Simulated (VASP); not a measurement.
# CaZn2Sb2 (P-3m1) in VASP: single point with LDA

Aim: the single point of CaZn2Sb2 with LDA.

All numbers are computed with VASP 6.6.1; they aren't measurements. Logs are shortened: lines on timing, memory, paths and dates and some standing lists are left out, and cuts for length are marked.

## 1. The cell of the first run

Symmetry: P-3m1, No. 164, trigonal system. Conventional cell: a = 4.358 Å, b = 4.358 Å, c = 7.231 Å, α = 90.00°, β = 90.00°, γ = 120.00°. Within 4.1 Å of Ca (site symmetry -3m) lie 6 Sb at 3.12 Å and 6 Zn at 3.66 Å. Zn (site symmetry 3m) has 4 Sb at 2.64 to 2.73 Å and 3 Zn at 3.17 Å within 3.5 Å. Within 3.5 Å of Sb (site symmetry 3m) lie 4 Zn at 2.64 to 2.73 Å and 3 Ca at 3.12 Å.

## 2. Single point, LDA

File INCAR:

```
SYSTEM = CaZn2Sb2
PREC = Accurate
ENCUT = 520
EDIFF = 1E-7
ISMEAR = 0
SIGMA = 0.05
LREAL = .False.
LASPH = .True.
NELM = 100
ALGO = Fast
ISIF = 2
LWAVE = .False.
LCHARG = .False.
GGA = CA
NBANDS = 30
```

File KPOINTS:

```
Automatic mesh
0
Gamma
  12 12 6
  0 0 0
```

File POSCAR:

```
CaZn2Sb2
1.0
    4.3580381640      0.0000000000      0.0000000000
   -2.1790190820      3.7741717607      0.0000000000
    0.0000000000      0.0000000000      7.2306187594
Ca Zn Sb
1 2 2
Direct
    0.0000000000      0.0000000000      0.0000000000
    0.3333333333      0.6666666667      0.6331625593
    0.6666666667      0.3333333333      0.3668374407
    0.3333333333      0.6666666667      0.2557853088
    0.6666666667      0.3333333333      0.7442146912
```

Potentials or basis: VASP PAW LDA potentials, release 64 (Ca_sv, Zn, Sb).

Run with:

```
$ cat potpaw_LDA.64/Ca_sv/POTCAR potpaw_LDA.64/Zn/POTCAR potpaw_LDA.64/Sb/POTCAR > POTCAR
$ mpirun -np 1 vasp_std > vasp.out
```

OUTCAR:

```text
SYSTEM = CaZn2Sb2
   PREC = Accurate
   ENCUT = 520
   EDIFF = 1E-7
   ISMEAR = 0
   LREAL = .False.
   LASPH = .True.
   NELM = 100
   ISIF = 2
   GGA = CA

 ion  position               nearest neighbor table
   1  0.000  0.000  0.000-   4 3.12   5 3.12   5 3.12   4 3.12   5 3.12   4 3.12
   2  0.333  0.667  0.633-   5 2.64   5 2.64   5 2.64   4 2.73
   3  0.667  0.333  0.367-   4 2.64   4 2.64   4 2.64   5 2.73
   4  0.333  0.667  0.256-   3 2.64   3 2.64   3 2.64   2 2.73   1 3.12   1 3.12   1 3.12
   5  0.667  0.333  0.744-   2 2.64   2 2.64   2 2.64   3 2.73   1 3.12   1 3.12   1 3.12

  LATTYP: Found a hexagonal cell.
 ALAT       =     4.3580381640
 C/A-ratio  =     1.6591453510

  Lattice vectors:

 A1 = (   4.3580381640,   0.0000000000,   0.0000000000)
 A2 = (  -2.1790190820,   3.7741717607,   0.0000000000)
 A3 = (   0.0000000000,   0.0000000000,   7.2306187594)

Analysis of symmetry for initial positions (statically):
=====================================================================
 Subroutine PRICEL returns:
 Original cell was already a primitive cell.

 Routine SETGRP: Setting up the symmetry group for a
 hexagonal supercell.

 Subroutine GETGRP returns: Found 12 space group operations
 (whereof 12 operations were pure point group operations)
 out of a pool of 24 trial point group operations.

The static configuration has the point symmetry D_3d.

Analysis of symmetry for dynamics (positions and initial velocities):
=====================================================================
 Subroutine PRICEL returns:
 Original cell was already a primitive cell.

 Routine SETGRP: Setting up the symmetry group for a
 hexagonal supercell.

 Subroutine GETGRP returns: Found 12 space group operations
 (whereof 12 operations were pure point group operations)
 out of a pool of 24 trial point group operations.

The dynamic configuration has the point symmetry D_3d.

 Subroutine INISYM returns: Found 12 space group operations
 (whereof 12 operations are pure point group operations),
 and found     1 'primitive' translations

----------------------------------------------------------------------------------------

                                     Primitive cell

  volume of cell :     118.9291

  direct lattice vectors                    reciprocal lattice vectors
     4.358038164  0.000000000  0.000000000     0.229461047  0.132479397  0.000000000
    -2.179019082  3.774171761  0.000000000     0.000000000  0.264958795  0.000000000
     0.000000000  0.000000000  7.230618759     0.000000000  0.000000000  0.138300750

  length of vectors
     4.358038164  4.358038164  7.230618759     0.264958795  0.264958795  0.138300750

  position of ions in fractional coordinates (direct lattice)
     0.000000000  0.000000000  0.000000000
     0.333333333  0.666666667  0.633162559
     0.666666667  0.333333333  0.366837441
     0.333333333  0.666666667  0.255785309
     0.666666667  0.333333333  0.744214691

  ion indices of the primitive-cell ions
   primitive index   ion index
                 1           1
                 2           2
                 3           3
                 4           4
                 5           5

----------------------------------------------------------------------------------------

 KPOINTS: Automatic mesh

Automatic generation of k-mesh.
 Grid dimensions read from file:
 generate k-points for:   12   12    6

 Generating k-lattice:

  Cartesian coordinates                     Fractional coordinates (reciprocal lattice)
     0.019121754  0.011039950  0.000000000     0.083333333  0.000000000  0.000000000
     0.000000000  0.022079900  0.000000000     0.000000000  0.083333333  0.000000000
     0.000000000  0.000000000  0.023050125     0.000000000  0.000000000  0.166666667

  Length of vectors
     0.022079900  0.022079900  0.023050125

  Shift w.r.t. Gamma in fractional coordinates (k-lattice)
     0.000000000  0.000000000  0.000000000

 Subroutine IBZKPT returns following result:
 ===========================================

 Found    100 irreducible k-points:

 Following reciprocal coordinates:
            Coordinates               Weight
  0.000000  0.000000  0.000000      1.000000
  0.083333  0.000000  0.000000      6.000000
  0.166667  0.000000  0.000000      6.000000
  0.250000  0.000000  0.000000      6.000000
  0.333333  0.000000  0.000000      6.000000
  0.416667 -0.000000  0.000000      6.000000
[... 16 lines left out ...]
  0.166667  0.000000  0.166667      6.000000
  0.000000  0.166667  0.166667      6.000000
 [... further k-points ...]
   k-points           NKPTS =    100   k-points in BZ     NKDIM =    100   number of bands    NBANDS=     30
   number of dos      NEDOS =    301   number of ions     NIONS =      5
   total plane-waves  NPLWV =  55296
   dimension x,y,z NGX =    32 NGY =   32 NGZ =   54
   dimension x,y,z NGXF=    64 NGYF=   64 NGZF=  108
   ions per type =               1   2   2
   NGX,Y,Z   is equivalent  to a cutoff of  12.21, 12.21, 12.42 a.u.
   NGXF,Y,Z  is equivalent  to a cutoff of  24.41, 24.41, 24.83 a.u.
 SYSTEM =  CaZn2Sb2
   PREC   = accura    normal or accurate (medium, high low for compatibility)
   ISTART =      0    job   : 0-new  1-cont  2-samecut
   ICHARG =      2    charge: 1-file 2-atom 10-const
   ISPIN  =      1    spin polarized calculation?
   LNONCOLLINEAR =      F non collinear calculations
   LSORBIT =      F    spin-orbit coupling
   LASPH  =      T    aspherical Exc in radial PAW
   ENCUT  =  520.0 eV  38.22 Ry    6.18 a.u.   8.10  8.10 13.44*2*pi/ulx,y,z
   NELM   =    100;   NELMIN=  2; NELMDL= -5     # of ELM steps
   EDIFF  = 0.1E-06   stopping-criterion for ELM
   LREAL  =      F    real-space projection
   EDIFFG = 0.1E-05   stopping-criterion for IOM
   NSW    =      0    number of steps for IOM
   IBRION =     -1    ionic relax: 0-MD 1-quasi-New 2-CG
   NFREE  =      0    steps in history (QN), initial steepest desc. (CG)
   ISIF   =      2    stress and relaxation
   ISYM   =      2    0-nonsym 1-usesym 2-fastsym
   POTIM  = 0.5000    time-step for ionic-motion
   TEBEG  =    0.0;   TEEND  =   0.0 temperature during run
   PSTRESS=    0.0 pullay stress
   NELECT =      44.0000    total number of electrons
   NUPDOWN=      -1.0000    fix difference up-down
   EMIN   =  10.00;   EMAX   =-10.00  energy-range for DOS
   EFERMI =   0.00;   METHOD = LEGACY
   ISMEAR =     0;   SIGMA  =   0.05  broadening in eV -4-tet -1-fermi 0-gaus
   EFERMI_NEDOS =   21; number of points for ismear=-14 and -15
   IALGO  =     68    algorithm
   IMIX   =      4    mixing-type and parameters
     AMIX     =   0.40;   BMIX     =  1.00
     AMIX_MAG =   1.60;   BMIX_MAG =  1.00
  volume/ion in A,a.u.               =      23.79       160.51
  Fermi-wavevector in a.u.,A,eV,Ry     =   1.175248  2.220897 18.792487  1.381209
  Thomas-Fermi vector in A             =   2.311632
   LORBIT       =      0    0 simple, 1 ext, 2 COOP (PROOUT), +10 PAW based schemes
   GGA     = CA    functional components
   LHFCALC =     F    Hartree Fock is set to
   AEXX    =    0.0000 exact exchange contribution
   IVDW    =     0    specifies the selected vdW correction
   LEPSILON=     F    determine dielectric tensor
   LRPA    =     F    only Hartree local field effects (RPA)
 non-spin polarized calculation
 RMM-DIIS sequential band-by-band and
 Gauss-broadening in eV      SIGMA  =   0.05
  energy-cutoff  :      520.00
  volume of cell :      118.93
 maximum number of plane-waves:      3220
   NGX = 17   NGY = 17   NGZ = 27

 number of electron      43.9999967 magnetization

 Free energy of the ion-electron system (eV)
  ---------------------------------------------------
  ext. energy  EPLUGINS =         0.00000000
  ---------------------------------------------------
  free energy    TOTEN  =       -17.87362565 eV

  energy without entropy =      -17.87324650  energy(sigma->0) =      -17.87343608

 E-fermi :   5.1590     XC(G=0): -10.0941

 val. band max:        5.1442797479   @ k =   0.0833   0.0000   0.0000
 cond. band min:       5.1649766646   @ k =   0.0000   0.0000   0.5000
 fundamental gap:      0.0206969167
 Fermi energy:         5.1589851292

 k-point     1 :       0.0000    0.0000    0.0000
  band No.  band energies     occupation
      1     -35.8095      2.00000
      2     -17.1920      2.00000
      3     -17.1240      2.00000
      4     -17.1240      2.00000
      5      -6.2608      2.00000
      6      -4.9870      2.00000
[... 22 lines left out ...]
     29       7.8854      0.00000
     30       8.5792      0.00000

 k-point     2 :       0.0833    0.0000    0.0000
  band No.  band energies     occupation
      1     -35.8093      2.00000
      2     -17.1910      2.00000
      3     -17.1277      2.00000
      4     -17.1248      2.00000
      5      -6.2027      2.00000
      6      -4.9595      2.00000
[... 22 lines left out ...]
     29       7.8673      0.00000
     30       8.5751      0.00000

 k-point     3 :       0.1667    0.0000    0.0000
  band No.  band energies     occupation
      1     -35.8088      2.00000
      2     -17.1884      2.00000
      3     -17.1375      2.00000
      4     -17.1270      2.00000
      5      -6.0338      2.00000
      6      -4.8844      2.00000
[... 22 lines left out ...]
     29       8.7534      0.00000
     30       9.2070      0.00000

 k-point     4 :       0.2500    0.0000    0.0000
  band No.  band energies     occupation
      1     -35.8081      2.00000
      2     -17.1849      2.00000
      3     -17.1509      2.00000
      4     -17.1299      2.00000
      5      -5.7725      2.00000
      6      -4.7847      2.00000
[... 616 lines left out ...]
     29       8.3742      0.00000
     30       8.4941      0.00000

 k-point    23 :       0.1667    0.0000    0.1667
  band No.  band energies     occupation
      1     -35.8088      2.00000
      2     -17.1884      2.00000
      3     -17.1375      2.00000
      4     -17.1269      2.00000
      5      -5.9838      2.00000
      6      -4.9620      2.00000
[... 22 lines left out ...]
     29       8.7154      0.00000
     30       9.3263      0.00000

 k-point    24 :       0.0000    0.1667    0.1667
  band No.  band energies     occupation
      1     -35.8088      2.00000
      2     -17.1884      2.00000
      3     -17.1375      2.00000
      4     -17.1269      2.00000
      5      -5.9878      2.00000
      6      -4.9538      2.00000
[... 22 lines left out ...]
     29       8.5976      0.00000
     30       9.2641      0.00000

 [... further k-points ...]

------------------------ aborting loop because EDIFF is reached ----------------------------------------

  FORCE on cell =-STRESS in cart. coord.  units (eV):
  Direction    XX          YY          ZZ          XY          YZ          ZX
  --------------------------------------------------------------------------------------
  -------------------------------------------------------------------------------------
  Total        0.2636431      0.2636431      0.2530707      0.0000000      0.0000000     -0.0000000
  in kB        3.5517209      3.5517209      3.4092923      0.0000000      0.0000000     -0.0000000
  external PRESSURE =       3.5042447 kB  Pullay stress =       0.0000000 kB

 VOLUME and BASIS-vectors are now :
 -----------------------------------------------------------------------------
  energy-cutoff  :      520.00
  volume of cell :      118.93
      direct lattice vectors                 reciprocal lattice vectors
     4.358038164  0.000000000  0.000000000     0.229461047  0.132479397  0.000000000
    -2.179019082  3.774171761  0.000000000     0.000000000  0.264958795  0.000000000
     0.000000000  0.000000000  7.230618759     0.000000000  0.000000000  0.138300750

 POSITION                                       TOTAL-FORCE (eV/Angst)
 -----------------------------------------------------------------------------------
      0.00000      0.00000      0.00000        -0.000000      0.000000      0.000000
     -0.00000      2.51611      4.57816        -0.000000      0.000000      0.005884
      2.17902      1.25806      2.65246        -0.000000      0.000000     -0.005884
     -0.00000      2.51611      1.84949         0.000000     -0.000000     -0.025634
      2.17902      1.25806      5.38113        -0.000000      0.000000      0.025634
 -----------------------------------------------------------------------------------
    total drift:                                0.000000     -0.000000      0.000000

  FREE ENERGIE OF THE ION-ELECTRON SYSTEM (eV)
  ---------------------------------------------------
  free  energy   TOTEN  =       -17.8736256504 eV

  energy  without entropy=      -17.8732465047  energy(sigma->0) =      -17.87343608
```

It took 8.1 min on 1 thread of AMD EPYC 9R14 (Zen 4), shared host; peak memory 0.42 GiB.

What came out:

| Item | Value |
| --- | --- |
| Free energy | -17.8736 eV |
| Pressure | 0.4 GPa |
| Largest force | 0.026 eV/Å |
| Band gap on the k mesh | zero (bands 22 and 23 overlap by 0.20 eV) |

Forces in eV/Å, atoms in the order of the input:
```
Ca   0.000  0.000  0.000
Zn   0.000  0.000  0.006
Zn   0.000  0.000 -0.006
Sb   0.000  0.000 -0.026
Sb   0.000  0.000  0.026
```

Levels at points of the mesh, in eV from the Fermi level:
```csv
k point,band 18,band 19,band 20,band 21,band 22,band 23,band 24,band 25,band 26,band 27
"(0.00, 0.00, 0.00)",-1.48,-1.48,-0.15,0.14,0.14,0.18,1.41,1.77,1.97,1.97
"(0.50, 0.00, 0.00)",-4.88,-3.38,-2.58,-2.45,-1.54,0.04,2.20,2.29,3.52,3.55
"(0.00, 0.00, 0.50)",-2.47,-0.88,-0.88,-0.87,-0.87,0.01,1.57,1.96,1.96,3.00
"(0.50, 0.00, 0.50)",-5.54,-2.67,-2.67,-1.37,-1.28,0.64,0.81,1.48,1.72,2.91
```

Caveat: spin-orbit coupling is left out, which moves the levels of the heavy elements.
